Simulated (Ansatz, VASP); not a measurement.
**Two plane-wave programs on InSe**

INCAR

```
SYSTEM = InSe
ALGO     = Normal         ! electronic algorithm
DIPOL    = 0.5 0.5 0.415
EDIFF    = 1E-7           ! SCF threshold, eV
ENCUT    = 520            ! plane-wave cutoff, eV
GGA      = PE             ! functional
IDIPOL   = 3            
ISIF     = 2              ! what is computed and relaxed
ISMEAR   = 0              ! smearing method
IVDW     = 12             ! dispersion correction
LASPH    = .TRUE.         ! aspherical terms in the spheres
LCHARG   = .FALSE.        ! write CHGCAR
LDIPOL   = .TRUE.       
LREAL    = .FALSE.        ! projectors in reciprocal space
LWAVE    = .FALSE.        ! write WAVECAR
NBANDS   = 48             ! bands
NELM     = 60             ! most SCF steps
PREC     = Accurate       ! precision mode
SIGMA    = 0.05           ! smearing width, eV
```

KPOINTS

```
k-points
0
G
  9 9 1
  0 0 0
```

File POSCAR:

```
InSe
1.0
    4.0266103962      0.0000000000      0.0000000000
   -2.0133051981      3.4871468942      0.0000000000
    0.0000000000      0.0000000000     28.2707105020
Se In
4 4
Direct
    0.0000000000      0.0000000000      0.1591753415
    0.0000000000      0.0000000000      0.3496677330
    0.6666666667      0.2222222222      0.4808989590
    0.6666666667      0.2222222222      0.6713913504
    0.6666666667      0.3333333333      0.2049979890
    0.6666666667      0.3333333333      0.3038451602
    0.0000000000     -0.1111111111      0.5267216065
    0.0000000000     -0.1111111111      0.6255687776
```

Input for Ansatz:

```yaml
crystal:
  lattice:
    - [4.0266103962, 0.0, 0.0]
    - [-2.0133051981, 3.4871468942, 0.0]
    - [0.0, 0.0, 28.270710502]
  atoms:
    - { symbol: Se, position: [0.0, 0.0, 0.1591753415] }
    - { symbol: In, position: [0.6666666667, 0.3333333333, 0.204997989] }
    - { symbol: In, position: [0.6666666667, 0.3333333333, 0.3038451602] }
    - { symbol: Se, position: [0.0, 0.0, 0.349667733] }
    - { symbol: Se, position: [0.6666666667, 0.2222222222, 0.480898959] }
    - { symbol: In, position: [0.0, -0.1111111111, 0.5267216065] }
    - { symbol: In, position: [0.0, -0.1111111111, 0.6255687776] }
    - { symbol: Se, position: [0.6666666667, 0.2222222222, 0.6713913504] }
basis:
  ecutwfc: 420
kpoints:
  mp_grid: { grid: [9, 9, 1] }
hamiltonian:
  xc: pbe
  pseudopotentials: { kind: paw, azcp: { folder: soft_1 } }
  dispersion: d3bj
scf:
  occupations: { method: gaussian, width: 0.05 }
output:
  forces: true
  eigenvalues: true
efield:
  axis: 3
  dipole_correction: true
  ramp_width: 0.04
```

Alike in both runs: task single point; functional PBE; dispersion D3(BJ); k mesh 9 × 9 × 1; occupations gaussian, width 0.05 eV; no spin polarisation.

|  | VASP | Ansatz |
| --- | --- | --- |
| version | VASP 6.6.1 | Ansatz 0.2.0 |
| potentials or method | VASP PAW PBE potentials, release 64 (Se, In_d), cutoff 520 eV | scalar-relativistic, plane waves, PAW |
| valence electrons in the cell | 76 | 116 |

```csv
,VASP,Ansatz,Ansatz less VASP
gap on the k mesh at the Fermi level (eV),1.27,1.29,+0.010
least direct gap on the mesh (eV),1.31,1.32,+0.009
rms of the force components (eV/Å),0.025,0.022,-0.0030
```

VASP's potentials hold 76 valence electrons a cell and Ansatz's 116, so a difference there can come from the potentials and not from the codes.
